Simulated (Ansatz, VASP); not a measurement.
## Ta: VASP beside Ansatz

```
Ta
1.0
    -1.56654    1.65238    1.65238
     1.65238   -1.56654    1.65238
     1.65238    1.65238   -1.56654
Ta
1
Direct
  0.00000 0.00000 0.00000
```

Alike in both runs: task single point; functional PBEsol; k mesh 22 × 22 × 22; occupations gaussian, width 0.15 eV; no spin polarisation.

|  | VASP | Ansatz |
| --- | --- | --- |
| version | VASP 6.6.1 | Ansatz 0.2.0 |
| potentials or method | VASP PAW PBE potentials, release 64 (Ta_pv), cutoff 520 eV | scalar-relativistic, plane waves, PAW |
| valence electrons in the cell | 11 | 13 |

|  | VASP | Ansatz | Ansatz less VASP |
| --- | --- | --- | --- |
| gap on the k mesh at the Fermi level (eV) | none | none | - |
| pressure (GPa) | -3.2 | -3.4 | -0.17 |
| traceless stress, the component that is largest in VASP (GPa) | -3.37 | -3.37 | +0.005 |

VASP's potentials were made for PBE, not for PBEsol. A gap of «none» marks a metal or a gap that the smearing closes. VASP's potentials hold 11 valence electrons a cell and Ansatz's 13, so a difference there can come from the potentials and not from the codes.

Spin-orbit coupling is off throughout.
